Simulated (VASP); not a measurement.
Crystal: Bi.

```
CELL_PARAMETERS angstrom
3.46518 -3.11155 0.00000
3.46518 3.11155 0.00000
-1.25178 0.00000 3.09265
ATOMIC_POSITIONS crystal
Bi 0.75306 0.75306 0.85738
Bi 0.24694 0.24694 0.14262
```

Base run:

| Item | Value |
| --- | --- |
| Program | VASP 6.6.1 |
| Functional | PBE |
| Potentials or basis | VASP PAW PBE potentials, release 64 (Bi_d) |
| Cutoff | 520 eV |
| k mesh | 6 × 6 × 9 |
| Occupations | fermi-dirac, width 0.05 eV |
| Spin | no spin polarisation |

Its results: band gap on the k mesh zero (band 15 reaches 10.22 eV, above the bottom of band 16 at 5.27 eV); pressure 1.0 GPa; largest force 0.015 eV/Å.

**Question.** After a change of settings the same cell gave: band gap on the k mesh zero (band 15 reaches 10.30 eV, above the bottom of band 16 at 5.07 eV); pressure 0.2 GPa; largest force 0.115 eV/Å. Which change was it?
A. functional from PBE to LDA; potentials or basis from VASP PAW PBE potentials, release 64 (Bi_d) to VASP PAW LDA potentials, release 64 (Bi_d)
B. functional from PBE to PBEsol
C. functional from PBE to r2SCAN; further incar settings from ALGO = Fast; EDIFF = 1e-07; NBANDS = 22 to ALGO = Normal; EDIFF = 1e-07; NBANDS = 22
D. functional from PBE to PBEsol; further incar settings from ALGO = Fast; EDIFF = 1e-07; NBANDS = 22 to ALGO = Fast; EDIFF = 1e-06; NBANDS = 22

**Answer.** C.

Caveats: spin-orbit coupling is left out, which moves the levels of the heavy elements; the PAW data sets were made with another functional, which shifts forces and pressure a little (some runs).
